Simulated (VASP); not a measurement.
# MgO: G0W0 quasiparticle levels with PBE

MgO:

```xyz
2
Lattice="0.0000 2.1652 2.0667 2.1652 0.0000 2.0667 2.1652 2.1652 0.0000" Properties=species:S:1:pos:R:3 pbc="T T T"
Mg    0.0000    0.0000    0.0000
O     2.1652    2.1652    2.0667
```

```yaml
Program: VASP 6.6.1
Task: G0W0 quasiparticle levels
Functional: PBE
Potentials_or_basis: VASP PAW PBE potentials, release 64 (Mg_GW, O_GW)
Cutoff: 500 eV
k_mesh: 6 × 6 × 6
Occupations: gaussian, width 0.01 eV
Spin: no spin polarisation
Dipole_correction: no
GW_scheme: G0W0
GW_iterations: 1
Cutoff_of_the_response_function: 150
Frequency_points: 96
Empty_bands: 80
Further_INCAR_settings: ALGO = EVGW0; EDIFF = 1e-08; NBANDS = 84
```

```yaml
Quasiparticle_gap: 6.75 eV
Least_direct_quasiparticle_gap: 6.75 eV
Band_gap_of_the_starting_levels_on_the_mesh: 4.33 eV
Least_direct_gap_of_the_starting_levels_on_the_mesh: 4.33 eV
```

Wall time 6.8 min on 1 thread of Intel(R) Xeon(R) Platinum 8375C CPU @ 2.90GHz (Ice Lake) (shared host), peak memory 0.41 GiB.

Caveat: the k points lie up to 0.43 Å⁻¹ apart; bands, screening cutoff and mesh are small and nothing is extrapolated, so the quasiparticle values aren't converged.
